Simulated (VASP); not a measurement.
# MgO (P2_1) in VASP: a series of runs

Aim: see how the results for MgO move with the level of theory and the settings. Levels: PBE, r2SCAN. Tasks: single point.

All numbers are computed with VASP 6.6.1; they aren't measurements. Logs are shortened: lines on timing, memory, paths and dates and some standing lists are left out, and cuts for length are marked.

### Step 1. The cell of the first run

Symmetry: P2_1, No. 4, monoclinic system. The conventional cell has a = 3.246 Å, b = 5.034 Å, c = 3.289 Å, α = 90.00°, β = 118.71°, γ = 90.00°. Within 2.6 Å of Mg (site symmetry 1) lie 4 O at 1.97 to 1.99 Å. Within 2.6 Å of O (site symmetry 1) lie 4 Mg at 1.97 to 1.99 Å.

### Step 2. Single point, PBE (shear xy strain +3.0%)

INCAR

```
SYSTEM = MgO
ALGO = Normal ; EDIFF = 1E-6
ENCUT = 520 ; GGA = PE
ISIF = 2 ; ISMEAR = -1
LASPH = .True. ; LCHARG = .False.
LREAL = .False. ; LWAVE = .False.
NBANDS = 16 ; NELM = 100
PREC = Accurate ; SIGMA = 0.02
```

KPOINTS

```
k-points
0
Gamma
  12 12 6
  0 0 0
```

POSCAR

```
MgO
1.0
    3.2882171868      0.0493232579      0.0000000000
   -1.6013933992      2.8230179880      0.0000000000
    0.0000000000      0.0000000000      5.0343664111
Mg O
2 2
Direct
    0.3300695536      0.6666891883     -0.0099008798
    0.6699304464      0.3333108117      0.4900991202
    0.3290290978      0.6669419944      0.3849008798
    0.6709709022      0.3330580056      0.8849008798
```

Potentials or basis: VASP PAW PBE potentials, release 64 (Mg, O).

Launch:

```bash
$ cat potpaw_PBE.64/Mg/POTCAR potpaw_PBE.64/O/POTCAR > POTCAR
$ mpirun -np 1 vasp_std > vasp.out
```

OUTCAR:

```text
SYSTEM = MgO
   EDIFF = 1E-6
   ENCUT = 520
   GGA = PE
   ISIF = 2
   ISMEAR = -1
   LASPH = .True.
   LREAL = .False.
   NELM = 100
   PREC = Accurate

 ion  position               nearest neighbor table
   1  0.330  0.667  0.990-   4 1.97   4 1.97   4 1.97   3 1.99   2 3.15   2 3.15   2 3.15   2 3.15
                             2 3.16   2 3.16
   2  0.670  0.333  0.490-   3 1.97   3 1.97   3 1.97   4 1.99   1 3.15   1 3.15   1 3.15   1 3.15
                             1 3.16   1 3.16
   3  0.329  0.667  0.385-   2 1.97   2 1.97   2 1.97   1 1.99
   4  0.671  0.333  0.885-   1 1.97   1 1.97   1 1.97   2 1.99

  Warning from LATTYP: Monoclinic adjustment (A1->A3, A2->A1, A3->A2)!
  LATTYP: Found a simple monoclinic cell.
 ALAT       =     3.2455956895
 B/A-ratio  =     1.5511378781
 C/A-ratio  =     1.0132460741
 COS(beta)  =    -0.4803040536

  Lattice vectors:

 A1 = (  -1.6013933992,   2.8230179880,   0.0000000000)
 A2 = (   0.0000000000,   0.0000000000,   5.0343664111)
 A3 = (   3.2882171868,   0.0493232579,   0.0000000000)

Analysis of symmetry for initial positions (statically):
=====================================================================
 Subroutine PRICEL returns:
 Original cell was already a primitive cell.

 Routine SETGRP: Setting up the symmetry group for a
 simple monoclinic supercell.

 Subroutine GETGRP returns: Found  2 space group operations
 (whereof  1 operations were pure point group operations)
 out of a pool of  4 trial point group operations.

The static configuration has the point symmetry C_1 .
 The point group associated with its full space group is C_2 .

Analysis of symmetry for dynamics (positions and initial velocities):
=====================================================================
 Subroutine PRICEL returns:
 Original cell was already a primitive cell.

 Routine SETGRP: Setting up the symmetry group for a
 simple monoclinic supercell.

 Subroutine GETGRP returns: Found  2 space group operations
 (whereof  1 operations were pure point group operations)
 out of a pool of  4 trial point group operations.

The dynamic configuration has the point symmetry C_1 .
 The point group associated with its full space group is C_2 .

 Subroutine INISYM returns: Found  2 space group operations
 (whereof  1 operations are pure point group operations),
 and found     1 'primitive' translations

----------------------------------------------------------------------------------------

                                     Primitive cell

  volume of cell :      47.1301

  direct lattice vectors                    reciprocal lattice vectors
     3.288217187  0.049323258  0.000000000     0.301550290  0.171058295  0.000000000
    -1.601393399  2.823017988  0.000000000    -0.005268632  0.351242129  0.000000000
     0.000000000  0.000000000  5.034366411     0.000000000  0.000000000  0.198634727

  length of vectors
     3.288587090  3.245595689  5.034366411     0.346689368  0.351281641  0.198634727

  position of ions in fractional coordinates (direct lattice)
     0.330069554  0.666689188  0.990099120
     0.669930446  0.333310812  0.490099120
     0.329029098  0.666941994  0.384900880
     0.670970902  0.333058006  0.884900880

  ion indices of the primitive-cell ions
   primitive index   ion index
                 1           1
                 2           2
                 3           3
                 4           4

----------------------------------------------------------------------------------------

 KPOINTS: k-points

Automatic generation of k-mesh.
 Grid dimensions read from file:
 generate k-points for:   12   12    6

 Generating k-lattice:

  Cartesian coordinates                     Fractional coordinates (reciprocal lattice)
     0.025129191  0.014254858  0.000000000     0.083333333  0.000000000  0.000000000
    -0.000439053  0.029270177  0.000000000     0.000000000  0.083333333  0.000000000
     0.000000000  0.000000000  0.033105788     0.000000000  0.000000000  0.166666667

  Length of vectors
     0.028890781  0.029273470  0.033105788

  Shift w.r.t. Gamma in fractional coordinates (k-lattice)
     0.000000000  0.000000000  0.000000000

 Subroutine IBZKPT returns following result:
 ===========================================

 Found    296 irreducible k-points:

 Following reciprocal coordinates:
            Coordinates               Weight
  0.000000  0.000000  0.000000      1.000000
  0.083333  0.000000  0.000000      2.000000
  0.166667 -0.000000  0.000000      2.000000
  0.250000 -0.000000  0.000000      2.000000
  0.333333  0.000000  0.000000      2.000000
  0.416667  0.000000  0.000000      2.000000
[... 16 lines left out ...]
  0.250000  0.166667  0.000000      2.000000
  0.333333  0.166667  0.000000      2.000000
 [... further k-points ...]
   k-points           NKPTS =    296   k-points in BZ     NKDIM =    296   number of bands    NBANDS=     16
   number of dos      NEDOS =    301   number of ions     NIONS =      4
   total plane-waves  NPLWV =  23040
   dimension x,y,z NGX =    24 NGY =   24 NGZ =   40
   dimension x,y,z NGXF=    48 NGYF=   48 NGZF=   80
   ions per type =               2   2
   NGX,Y,Z   is equivalent  to a cutoff of  12.13, 12.29, 13.21 a.u.
   NGXF,Y,Z  is equivalent  to a cutoff of  24.27, 24.59, 26.42 a.u.
 SYSTEM =  MgO
   PREC   = accura    normal or accurate (medium, high low for compatibility)
   ISTART =      0    job   : 0-new  1-cont  2-samecut
   ICHARG =      2    charge: 1-file 2-atom 10-const
   ISPIN  =      1    spin polarized calculation?
   LNONCOLLINEAR =      F non collinear calculations
   LSORBIT =      F    spin-orbit coupling
   LASPH  =      T    aspherical Exc in radial PAW
   ENCUT  =  520.0 eV  38.22 Ry    6.18 a.u.   6.11  6.03  9.36*2*pi/ulx,y,z
   NELM   =    100;   NELMIN=  2; NELMDL= -5     # of ELM steps
   EDIFF  = 0.1E-05   stopping-criterion for ELM
   LREAL  =      F    real-space projection
   EDIFFG = 0.1E-04   stopping-criterion for IOM
   NSW    =      0    number of steps for IOM
   IBRION =     -1    ionic relax: 0-MD 1-quasi-New 2-CG
   NFREE  =      0    steps in history (QN), initial steepest desc. (CG)
   ISIF   =      2    stress and relaxation
   ISYM   =      2    0-nonsym 1-usesym 2-fastsym
   POTIM  = 0.5000    time-step for ionic-motion
   TEBEG  =    0.0;   TEEND  =   0.0 temperature during run
   PSTRESS=    0.0 pullay stress
   NELECT =      16.0000    total number of electrons
   NUPDOWN=      -1.0000    fix difference up-down
   EMIN   =  10.00;   EMAX   =-10.00  energy-range for DOS
   EFERMI =   0.00;   METHOD = LEGACY
   ISMEAR =    -1;   SIGMA  =   0.02  broadening in eV -4-tet -1-fermi 0-gaus
   EFERMI_NEDOS =   21; number of points for ismear=-14 and -15
   IALGO  =     38    algorithm
   IMIX   =      4    mixing-type and parameters
     AMIX     =   0.40;   BMIX     =  1.00
     AMIX_MAG =   1.60;   BMIX_MAG =  1.00
  volume/ion in A,a.u.               =      11.78        79.51
  Fermi-wavevector in a.u.,A,eV,Ry     =   1.142042  2.158146 17.745521  1.304259
  Thomas-Fermi vector in A             =   2.278740
   LORBIT       =      0    0 simple, 1 ext, 2 COOP (PROOUT), +10 PAW based schemes
   GGA     = PE    functional components
[... 5 lines left out ...]
 non-spin polarized calculation
  energy-cutoff  :      520.00
  volume of cell :       47.13
 maximum number of plane-waves:      1289
   NGX = 13   NGY = 13   NGZ = 19

 number of electron      16.0000004 magnetization

 Free energy of the ion-electron system (eV)
  ---------------------------------------------------
  ext. energy  EPLUGINS =         0.00000000
  ---------------------------------------------------
  free energy    TOTEN  =       -23.51243245 eV

  energy without entropy =      -23.51243245  energy(sigma->0) =      -23.51243245

 E-fermi :   1.5783     XC(G=0):  -9.7506

 val. band max:        1.1010207833   @ k =   0.0000   0.0000   0.0000
 cond. band min:       4.6368436787   @ k =   0.0000   0.0000   0.0000
 fundamental gap:      3.5358228955
 Fermi energy:         1.5783355119

 k-point     1 :       0.0000    0.0000    0.0000
  band No.  band energies     occupation
      1     -15.1126      2.00000
      2     -14.3260      2.00000
      3      -2.1495      2.00000
      4       0.3499      2.00000
      5       0.5008      2.00000
      6       0.6845      2.00000
[... 8 lines left out ...]
     15      17.5891      0.00000
     16      17.9643      0.00000

 k-point     2 :       0.0833    0.0000    0.0000
  band No.  band energies     occupation
      1     -15.0782      2.00000
      2     -14.3141      2.00000
      3      -2.0823      2.00000
      4       0.1854      2.00000
      5       0.4365      2.00000
      6       0.4753      2.00000
[... 8 lines left out ...]
     15      17.4913      0.00000
     16      18.0534      0.00000

 k-point     3 :       0.1667   -0.0000    0.0000
  band No.  band energies     occupation
      1     -14.9810      2.00000
      2     -14.2832      2.00000
      3      -1.8873      2.00000
      4      -0.3172      2.00000
      5       0.0372      2.00000
      6       0.3435      2.00000
[... 8 lines left out ...]
     15      16.6479      0.00000
     16      17.3818      0.00000

 k-point     4 :       0.2500   -0.0000    0.0000
  band No.  band energies     occupation
      1     -14.8386      2.00000
      2     -14.2471      2.00000
      3      -1.5863      2.00000
      4      -0.9427      2.00000
      5      -0.3902      2.00000
      6       0.2184      2.00000
[... 8 lines left out ...]
     15      16.2556      0.00000
     16      16.9260      0.00000
[... 324 lines left out ...]
 k-point    22 :       0.1667    0.1667    0.0000
  band No.  band energies     occupation
      1     -14.7610      2.00000
      2     -14.2301      2.00000
      3      -1.4173      2.00000
      4      -1.0266      2.00000
      5      -0.6282      2.00000
      6       0.1504      2.00000
[... 8 lines left out ...]
     15      15.6636      0.00000
     16      17.1573      0.00000

 k-point    23 :       0.2500    0.1667    0.0000
  band No.  band energies     occupation
      1     -14.6148      2.00000
      2     -14.2157      2.00000
      3      -1.4292      2.00000
      4      -1.0855      2.00000
      5      -0.8028      2.00000
      6      -0.0814      2.00000
[... 8 lines left out ...]
     15      15.3313      0.00000
     16      17.2936      0.00000

 k-point    24 :       0.3333    0.1667    0.0000
  band No.  band energies     occupation
      1     -14.4839      2.00000
      2     -14.2248      2.00000
      3      -1.7095      2.00000
      4      -0.9655      2.00000
      5      -0.6686      2.00000
      6      -0.2859      2.00000
[... 8 lines left out ...]
     15      15.0516      0.00000
     16      17.2553      0.00000

 [... further k-points ...]
[... 5 lines left out ...]
  --------------------------------------------------------------------------------------
  -------------------------------------------------------------------------------------
  Total        1.0097862      1.0633846      0.9908231     -0.4115159      0.0000000      0.0000000
  in kB       34.3274306     36.1494943     33.6827846    -13.9893805      0.0000000      0.0000000
  external PRESSURE =      34.7199032 kB  Pullay stress =       0.0000000 kB

 VOLUME and BASIS-vectors are now :
 -----------------------------------------------------------------------------
  energy-cutoff  :      520.00
  volume of cell :       47.13
      direct lattice vectors                 reciprocal lattice vectors
     3.288217187  0.049323258  0.000000000     0.301550290  0.171058295  0.000000000
    -1.601393399  2.823017988  0.000000000    -0.005268632  0.351242129  0.000000000
     0.000000000  0.000000000  5.034366411     0.000000000  0.000000000  0.198634727

 POSITION                                       TOTAL-FORCE (eV/Angst)
 -----------------------------------------------------------------------------------
      0.01771      1.89836      4.98452        -0.004162      0.001415     -0.012516
      1.66912      0.97399      2.46734         0.004162     -0.001415     -0.012516
      0.01388      1.89902      1.93773        -0.008865     -0.000361      0.012516
      1.67294      0.97332      4.45492         0.008865      0.000361      0.012516
 -----------------------------------------------------------------------------------
    total drift:                               -0.000000     -0.000000      0.001485

  FREE ENERGIE OF THE ION-ELECTRON SYSTEM (eV)
  ---------------------------------------------------
  free  energy   TOTEN  =       -23.5124324474 eV

  energy  without entropy=      -23.5124324474  energy(sigma->0) =      -23.51243245
```

Wall time 57 s (1 thread of Intel Xeon 6975P-C (Granite Rapids), shared host); peak memory 0.31 GiB.

Results:

- Free energy: -23.5124 eV
- Pressure: 3.5 GPa
- Largest force: 0.015 eV/Å
- Band gap on the k mesh: 3.54 eV

Forces in eV/Å, atoms in the order of the input:
```
Mg  -0.004  0.001 -0.013
Mg   0.004 -0.001 -0.013
O   -0.009  0.000  0.013
O    0.009  0.000  0.013
```

Stress tensor (GPa, compression positive):
```
 3.43 -1.40  0.00
-1.40  3.61  0.00
 0.00  0.00  3.37
```

Caveat: the cell differs from its parent crystal (shear xy strain +3.0%); the cell stands under pressure. A k mesh can miss the band edges.

### Step 3. Single point, r2SCAN (shear xy strain +3.0%)

POSCAR is that of step 2.

INCAR.step1

```
  PREC = Accurate
  ENCUT = 520
  ISMEAR = 0
  SIGMA = 0.01
  LREAL = F
  LASPH = T
  NELM = 100
  NBANDS = 16
  GGA = PE
  ALGO = Normal
  EDIFF = 1E-4
  LWAVE = T
  LCHARG = F
```

INCAR.step2

```
  PREC = Accurate
  ENCUT = 520
  EDIFF = 1E-6
  ISMEAR = 0
  SIGMA = 0.01
  LREAL = F
  LASPH = T
  NELM = 100
  ALGO = Normal
  ISIF = 2
  LWAVE = F
  LCHARG = F
  METAGGA = R2SCAN
  LMIXTAU = T
  NBANDS = 16
  ISTART = 1
```

KPOINTS

```
Automatic mesh
0
Gamma
  12 12 6
```

Potentials or basis: VASP PAW PBE potentials, release 64 (Mg, O).

Launch:

```bash
$ cat potpaw_PBE.64/Mg/POTCAR potpaw_PBE.64/O/POTCAR > POTCAR
$ cp INCAR.step1 INCAR
$ mpirun -np 1 vasp_std > vasp.out
$ cp INCAR.step2 INCAR
$ mpirun -np 1 vasp_std > vasp.out
```

Wall time 3.4 min (1 thread of Intel Xeon 6975P-C (Granite Rapids), shared host); peak memory 0.32 GiB.

Results (log left out):

```yaml
Free_energy: -31.8488 eV
Pressure: -0.6 GPa
Largest_force: 0.006 eV/Å
Band_gap_on_the_k_mesh: 4.20 eV
```

Forces on the atoms (eV/Å):
```
Mg   0.004  0.002  0.005
Mg  -0.004 -0.002  0.005
O    0.000  0.000 -0.005
O    0.000  0.000 -0.005
```

Stress tensor (GPa, compression positive):
```
-0.65 -1.51  0.00
-1.51 -0.46  0.00
 0.00  0.00 -0.58
```

Levels at points of the mesh, in eV from the valence-band top:
| k point | band 4 | band 5 | band 6 | band 7 | band 8 | band 9 | band 10 | band 11 | band 12 | band 13 |
| --- | --- | --- | --- | --- | --- | --- | --- | --- | --- | --- |
| (0.00, 0.00, 0.00) | -0.76 | -0.61 | -0.43 | -0.32 | 0.00 | 4.20 | 9.42 | 11.16 | 14.91 | 15.60 |
| (0.50, 0.00, 0.00) | -2.21 | -1.74 | -1.11 | -0.81 | -0.39 | 8.59 | 8.87 | 10.14 | 11.73 | 13.86 |
| (0.00, 0.50, 0.00) | -2.17 | -1.71 | -1.23 | -0.79 | -0.47 | 8.58 | 8.84 | 10.13 | 11.74 | 13.94 |
| (0.50, 0.50, 0.00) | -2.12 | -1.68 | -1.34 | -0.76 | -0.55 | 8.58 | 8.80 | 10.11 | 11.76 | 14.07 |
| (0.00, 0.00, 0.50) | -1.97 | -0.60 | -0.60 | -0.47 | -0.47 | 6.72 | 6.72 | 14.15 | 14.15 | 15.49 |
| (0.50, 0.00, 0.50) | -3.12 | -0.77 | -0.77 | -0.69 | -0.69 | 8.13 | 8.13 | 11.74 | 11.74 | 14.76 |
| (0.00, 0.50, 0.50) | -3.08 | -0.87 | -0.87 | -0.70 | -0.70 | 8.14 | 8.14 | 11.81 | 11.81 | 14.73 |
| (0.50, 0.50, 0.50) | -3.03 | -0.97 | -0.97 | -0.71 | -0.71 | 8.16 | 8.16 | 11.86 | 11.86 | 14.74 |

Caveat: the cell differs from its parent crystal (shear xy strain +3.0%); the PAW data sets were made with another functional, which shifts forces and pressure a little.
